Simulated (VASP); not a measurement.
# AgH16O8F in VASP: further runs, part 2 of 2

VASP 6.6.1. Earlier steps stand in the parts before.

### 4 Single point, PBE

Contents of INCAR:

```
PREC = Accurate ; ENCUT = 520
EDIFF = 1E-6 ; ISMEAR = -1
SIGMA = 0.05 ; LREAL = F
LASPH = T ; NELM = 120
ALGO = Normal ; ISIF = 2
LWAVE = F ; LCHARG = T
GGA = PE ; LELF = T
LVHAR = T ; NBANDS = 60
GGA_COMPAT = F
```

Contents of KPOINTS:

```
regular mesh
0
Gamma
  1 1 1
```

Contents of POSCAR:

```
AgH16O8F
1.0
    6.5731380000      0.0000000000      0.0000000000
    0.0000000000      6.5731380000      0.0000000000
    0.0000000000      0.0000000000      6.5731380000
O H Ag F
8 16 1 1
Direct
    0.9568032803      0.6878754105      0.5192192831
    0.3487679705      0.4164068973      0.7389012676
    0.5636729367      0.7214210321      1.1137298502
    0.1406938360      0.0465074672      0.6219099614
    0.8852088607      0.4740962384      0.1932258230
    0.5052229240     -0.0925585314      0.7367105331
    0.8220731103      0.2638009426      0.8607304456
    0.7269891489      1.0160139647      0.3711621451
    0.9892687480      0.6152464774      0.6399226671
    0.9253114722      0.5799817378      0.4261739218
    0.3837132280      0.5521563673      0.6878297702
    0.2236374773      0.3784798068      0.6471186213
    0.6819573847      0.6198561479      1.1076292632
    0.5317095123      0.7817270838      0.9724579037
    0.1905634721      0.1192581078      0.4813986866
    0.0574611396     -0.0683995985      0.5766956361
    0.7823812614      0.4113103970      0.2633749664
    0.8992204332      0.3851585042      0.0708489613
    0.5721620328     -0.0839629413      0.6051751842
    0.3605431683     -0.0383682801      0.7350218419
    0.7128406554      0.1537469623      0.8580072410
    0.9248702827      0.1797315072      0.7799318986
    0.6594567161      0.9256309543      0.2622187454
    0.8680328939      1.0311361179      0.3242287017
    0.3333111217      0.4818703030      0.1724290590
    0.2334957824      0.1980789084      0.2608191095
```

Potentials or basis: VASP PAW PBE potentials, release 64 (O, H, Ag, F).

Started as:

```bash
$ cat potpaw_PBE.64/O/POTCAR potpaw_PBE.64/H/POTCAR potpaw_PBE.64/Ag/POTCAR potpaw_PBE.64/F/POTCAR > POTCAR
$ mpirun -np 1 vasp_gam > vasp.out
```

OUTCAR:

```text
PREC = Accurate
   ENCUT = 520
   EDIFF = 1E-6
   ISMEAR = -1
   LREAL = F
   LASPH = T
   NELM = 120
   ISIF = 2
   GGA = PE

 ion  position               nearest neighbor table
   1  0.957  0.688  0.519-   9 0.95  10 0.96
   2  0.349  0.416  0.739-  11 0.98  12 1.05
   3  0.564  0.721  0.114-  13 1.03  14 1.03  25 2.22
   4  0.141  0.047  0.622-  16 0.98  15 1.09
   5  0.885  0.474  0.193-  17 0.92  18 1.00
   6  0.505  0.907  0.737-  19 0.97  20 1.02
   7  0.822  0.264  0.861-  21 1.02  22 1.02
   8  0.727  0.016  0.371-  24 0.98  23 1.03
   9  0.989  0.615  0.640-   1 0.95
  10  0.925  0.580  0.426-   1 0.96
  11  0.384  0.552  0.688-   2 0.98
  12  0.224  0.378  0.647-   2 1.05
  13  0.682  0.620  0.108-   3 1.03
  14  0.532  0.782  0.972-   3 1.03
[... 8 lines left out ...]
  23  0.659  0.926  0.262-   8 1.03
  24  0.868  0.031  0.324-   8 0.98
  25  0.333  0.482  0.172-  26 2.06   3 2.22
  26  0.233  0.198  0.261-  25 2.06

  LATTYP: Found a simple cubic cell.
 ALAT       =     6.5731380000

  Lattice vectors:
[... 206 lines left out ...]
 cond. band min:       0.6395420776   @ k =   0.0000   0.0000   0.0000
 fundamental gap:      3.2282854068
 Fermi energy:        -1.3496721923

 k-point     1 :       0.0000    0.0000    0.0000
  band No.  band energies     occupation
      1     -23.0447      2.00000
      2     -22.8140      2.00000
      3     -22.1873      2.00000
      4     -22.0972      2.00000
      5     -21.4996      2.00000
      6     -21.3533      2.00000
[... 45 lines left out ...]
     52       6.8064      0.00000
     53       7.0527      0.00000
 [bands above 53 left out]

------------------------ aborting loop because EDIFF is reached ----------------------------------------

  FORCE on cell =-STRESS in cart. coord.  units (eV):
  Direction    XX          YY          ZZ          XY          YZ          ZX
  --------------------------------------------------------------------------------------
  -------------------------------------------------------------------------------------
  Total       -2.5796390     -0.2876143     -2.6609596     -0.2373598      0.1083288     -0.2761981
  in kB      -14.5529577     -1.6225678    -15.0117255     -1.3390581      0.6111339     -1.5581636
  external PRESSURE =     -10.3957503 kB  Pullay stress =       0.0000000 kB

 VOLUME and BASIS-vectors are now :
 -----------------------------------------------------------------------------
  energy-cutoff  :      520.00
  volume of cell :      284.00
      direct lattice vectors                 reciprocal lattice vectors
     6.573138000  0.000000000  0.000000000     0.152134338  0.000000000  0.000000000
     0.000000000  6.573138000  0.000000000     0.000000000  0.152134338  0.000000000
     0.000000000  0.000000000  6.573138000     0.000000000  0.000000000  0.152134338

 POSITION                                       TOTAL-FORCE (eV/Angst)
 -----------------------------------------------------------------------------------
      6.28920      4.52150      3.41290         0.120788      0.759196      0.483995
      2.29250      2.73710      4.85690        -2.275087     -0.008295     -1.516873
      3.70510      4.74200      0.74756        -0.239013     -0.182532     -0.953460
      0.92480      0.30570      4.08790         0.461694      1.497638     -1.321697
      5.81860      3.11630      1.27010         1.923782      1.761541     -2.102193
      3.32090      5.96474      4.84250        -0.577314     -0.362766      1.667047
[... 18 lines left out ...]
      2.19090      3.16740      1.13340         0.329266     -0.106789      0.039624
      1.53480      1.30200      1.71440        -0.304547     -0.318469      0.553769
 -----------------------------------------------------------------------------------
    total drift:                                0.000294     -0.000252     -0.000246

  FREE ENERGIE OF THE ION-ELECTRON SYSTEM (eV)
  ---------------------------------------------------
  free  energy   TOTEN  =      -122.0928990610 eV

  energy  without entropy=     -122.0928990610  energy(sigma->0) =     -122.09289906
```

OSZICAR:

```text
N       E                     dE             d eps       ncg     rms          rms(c)
DAV:   1     0.687451907415E+03    0.68745E+03   -0.45961E+04   120   0.128E+03
DAV:   2    -0.691887851269E+02   -0.75664E+03   -0.72150E+03   152   0.316E+02
DAV:   3    -0.133701424169E+03   -0.64513E+02   -0.64132E+02   144   0.998E+01
DAV:   4    -0.134651979165E+03   -0.95055E+00   -0.94853E+00   144   0.131E+01
DAV:   5    -0.134667048715E+03   -0.15070E-01   -0.15055E-01   160   0.160E+00    0.220E+01
DAV:   6    -0.122392509853E+03    0.12275E+02   -0.39833E+01   136   0.268E+01    0.900E+00
DAV:   7    -0.122239224269E+03    0.15329E+00   -0.20040E+00   144   0.581E+00    0.579E+00
DAV:   8    -0.122088740526E+03    0.15048E+00   -0.39287E-01   152   0.366E+00    0.686E-01
DAV:   9    -0.122087108264E+03    0.16323E-02   -0.74741E-02   152   0.118E+00    0.367E-01
DAV:  10    -0.122090593449E+03   -0.34852E-02   -0.52397E-03   128   0.355E-01    0.183E-01
DAV:  11    -0.122092728172E+03   -0.21347E-02   -0.15855E-03   128   0.212E-01    0.601E-02
DAV:  12    -0.122092925355E+03   -0.19718E-03   -0.49505E-04   128   0.132E-01    0.280E-02
DAV:  13    -0.122092916531E+03    0.88244E-05   -0.12810E-04   144   0.540E-02    0.155E-02
DAV:  14    -0.122092901777E+03    0.14754E-04   -0.21447E-05   128   0.254E-02    0.601E-03
DAV:  15    -0.122092898980E+03    0.27966E-05   -0.41033E-06   136   0.122E-02    0.312E-03
DAV:  16    -0.122092899061E+03   -0.81029E-07   -0.23733E-06   136   0.890E-03
   1 F= -.12209290E+03 E0= -.12209290E+03  d E =-.445869E-10
```

stdout:

```text
POSCAR found type information on POSCAR O H AgF
 POSCAR found :  4 types and      26 ions
 scaLAPACK will be used
 -----------------------------------------------------------------------------
|                                                                             |
|                                                                             |
|     You have a (more or less) 'large supercell' and for larger cells it     |
|     might be more efficient to use real-space projection operators.         |
|     Therefore, try LREAL= Auto in the INCAR file.                           |
|     Mind: For very accurate calculation, you might also keep the            |
|     reciprocal projection scheme (i.e. LREAL=.FALSE.).                      |
|                                                                             |
 -----------------------------------------------------------------------------

 LDA part: xc-table for (Slater+PW92), standard interpolation
 POSCAR, INCAR and KPOINTS ok, starting setup
 FFT: planning ... GRIDC
 FFT: planning ... GRID_SOFT
 FFT: planning ... GRID
 WAVECAR not read
 entering main loop
```

Run time: 21 s. Hardware: 1 thread of Intel Xeon 6975P-C (Granite Rapids), shared host; peak memory 0.33 GiB.

What came out:

```yaml
Free_energy: -122.0929 eV
Pressure: -1.0 GPa
Largest_force: 4.027 eV/Å
```

Forces on the atoms (eV/Å):
```
O    0.121  0.759  0.484
O   -2.275 -0.008 -1.517
O   -0.239 -0.183 -0.953
O    0.462  1.498 -1.322
O    1.924  1.762 -2.102
O   -0.577 -0.363  1.667
O    0.001 -2.551 -1.058
O   -0.589 -0.432 -1.402
H    0.208 -0.441  1.302
H    0.104 -0.229 -1.099
H    0.152 -0.049  0.090
H    2.221  0.405  1.599
H   -0.365  1.069 -0.224
H    0.682 -0.465  0.574
H   -0.578 -1.041  1.218
H   -0.036 -0.300 -0.283
H   -2.731 -2.182  1.998
H   -0.043 -0.334 -0.273
H    0.093  0.336 -0.456
H    0.822  0.003 -0.935
H    0.379  1.418  0.214
H   -0.085  1.040  0.536
H    0.706  0.853  1.160
H   -0.383 -0.138  0.188
Ag   0.329 -0.107  0.040
F   -0.305 -0.318  0.554
```

Levels at points of the mesh, in eV from the Fermi level:
| k point | band 38 | band 39 | band 40 | band 41 | band 42 | band 43 | band 44 | band 45 |
| --- | --- | --- | --- | --- | --- | --- | --- | --- |
| (0.00, 0.00, 0.00) | -1.80 | -1.71 | -1.62 | -1.24 | 1.99 | 4.74 | 5.42 | 5.52 |

Caveat: the k points lie up to 0.96 Å⁻¹ apart.

### 5 Summary

```csv
cell,pressure (GPa),largest force (eV/Å)
"as given, atomic positions A",0.8,3.48
"as given, atomic positions B",1.2,2.53
"as given, atomic positions C",-1.0,4.03
```

Alike in all rows: task single point; level PBE; potentials or basis VASP PAW PBE potentials, release 64 (O, H, Ag, F); no spin polarisation; k mesh 1 × 1 × 1; cutoff (eV) 520; smearing fermi-dirac 0.05 eV.

Caveats: all runs use coarse meshes.

Total energies depend on the potentials used, so only differences within one code and one set of settings carry meaning.
